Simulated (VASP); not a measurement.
Wanted: the native input for a VASP 6.6.1 run.

* Task: single point
* Functional: PBE
* Potentials or basis: VASP PAW PBE potentials, release 64 (Li_sv, Re, H)
* Cutoff: 520 eV
* k mesh: 12 × 12 × 12
* Occupations: gaussian, width 0.1 eV
* Spin: no spin polarisation
* Dipole correction: no
* Further INCAR settings: ALGO = Normal; EDIFF = 1e-07; NBANDS = 19

The structure of LiRe2H3 lies in POSCAR:

```
LiRe2H3
1.0
    4.6089543185      0.0000000000      0.0000000000
   -2.3044771593      3.9914715247      0.0000000000
    0.0000000000      0.0000000000      2.8983881794
Li Re H
1 2 3
Direct
    0.0000000000      0.0000000000      0.5000000000
    0.6666666667      0.3333333333      0.0000000000
    0.3333333333      0.6666666667      0.0000000000
    0.5000000000      0.5000000000      0.5000000000
    0.5000000000      0.0000000000      0.5000000000
    0.0000000000      0.5000000000      0.5000000000
```

These files were run (other wordings do the same):

INCAR

```
SYSTEM = LiRe2H3
ALGO = Normal ; EDIFF = 1E-7
ENCUT = 520 ; GGA = PE
ISIF = 2 ; ISMEAR = 0
LASPH = .TRUE. ; LCHARG = .FALSE.
LREAL = .FALSE. ; LWAVE = .FALSE.
NBANDS = 19 ; NELM = 100
PREC = Accurate ; SIGMA = 0.1
```

KPOINTS

```
k-points
0
G
  12 12 12
  0 0 0
```

Potentials or basis: VASP PAW PBE potentials, release 64 (Li_sv, Re, H).

Command:

```console
$ cat potpaw_PBE.64/Li_sv/POTCAR potpaw_PBE.64/Re/POTCAR potpaw_PBE.64/H/POTCAR > POTCAR
$ mpirun -np 1 vasp_std > vasp.out
```

It gave:

The band gap on the k mesh is zero (band 10 reaches 6.40 eV, above the bottom of band 11 at 4.11 eV).

Caveat: spin-orbit coupling is left out, which moves the levels of the heavy elements.

Wall time 67 s on 1 thread of Intel(R) Xeon(R) 6975P-C (Granite Rapids), on a shared host, peak memory 0.27 GiB.
